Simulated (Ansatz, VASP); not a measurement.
CdO2: VASP beside Ansatz

```xyz
3
Lattice="3.4762 0.0000 0.0000 -1.7381 3.0105 0.0000 0.0000 0.0000 4.1481" Properties=species:S:1:pos:R:3 pbc="T T T"
Cd    0.0000    0.0000    0.0000
O     1.7381    1.0035    3.1350
O     0.0000    2.0070    1.0130
```

Alike in both runs: task single point; functional PBEsol; k mesh 6 × 6 × 4; occupations fermi-dirac, width 0.1 eV; no spin polarisation.

```csv
,VASP,Ansatz
version,VASP 6.6.1,Ansatz 0.2.0
potentials or method,"VASP PAW PBE potentials, release 64 (Cd, O)","plane waves, PAW"
plane-wave cutoff (eV),600,420
valence electrons in the cell,24,32
```

```tsv
	VASP	Ansatz	Ansatz less VASP
pressure (GPa)	-9.0	-10.2	-1.16
traceless stress, the component that is largest in VASP (GPa)	0.96	1.63	+0.668
rms of the force components (eV/Å)	0.104	0.158	+0.0534
```

VASP's potentials were made for PBE, not for PBEsol. Atom by atom the forces differ by 0.053 eV/Å (rms over components). The functional is the same, so the differences come from potentials, cutoffs and numerics. VASP's potentials hold 24 valence electrons a cell and Ansatz's 32, so a difference there can come from the potentials and not from the codes.

The k mesh is coarse, so the values compare programs but aren't converged.
